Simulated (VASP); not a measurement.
A run of VASP 6.6.1:

File INCAR:

```
  ALGO = Normal
  EDIFF = 1E-6
  ENCUT = 520
  GGA = RP
  ISIF = 2
  ISMEAR = -1
  LASPH = True
  LCHARG = False
  LREAL = Auto
  LWAVE = False
  NBANDS = 86
  NELM = 100
  PREC = Accurate
  SIGMA = 0.05
```

Contents of KPOINTS:

```
Automatic mesh
0
Gamma
  2 2 2
  0.5 0.5 0.5
```

File POSCAR:

```
Ag4BrCl3
1.0
   11.0362910000      0.0000000000      0.0000000000
    0.0000000000      5.5181450000      0.0000000000
    0.0000000000      0.0000000000      5.5181450000
Cl Br Ag
6 2 8
Direct
    0.2514270000      0.9980500000      0.0001720000
    0.7511420000      0.9975270000      0.0020930000
    0.9949070000      0.5024640000      0.9803120000
    0.9989120000      0.0078570000      0.5030760000
    0.2549360000      0.5004110000      0.5045130000
    0.7533860000      0.5113670000      0.4956080000
    0.5080440000      0.5000220000      0.9842870000
    0.4993890000      0.9966130000      0.5054010000
    0.0000960000      0.0029770000      0.9924560000
    0.5036500000      0.9932330000      0.9880300000
    0.2529770000      0.5000160000      0.9935270000
    0.7411850000      0.5039340000      0.9972720000
    0.2548160000      0.0035530000      0.4917820000
    0.7496220000      0.0044150000      0.4951970000
    0.0012880000      0.4900080000      0.4958850000
    0.5008070000      0.5026520000      0.4923080000
```

Potentials or basis: VASP PAW PBE potentials, release 64 (Cl, Br, Ag).

Launch:

```console
$ cat potpaw_PBE.64/Cl/POTCAR potpaw_PBE.64/Br/POTCAR potpaw_PBE.64/Ag/POTCAR > POTCAR
$ mpirun -np 1 vasp_std > vasp.out
```

Hardware: 1 thread of Intel(R) Xeon(R) 6975P-C (Granite Rapids) (shared host).

**Question.** How long does it take, and how much memory?

**Answer.** It took 120 s on 1 thread of Intel(R) Xeon(R) 6975P-C (Granite Rapids) (shared host), peak memory 0.4 GiB. Counts: scf iterations 15, k points 4.
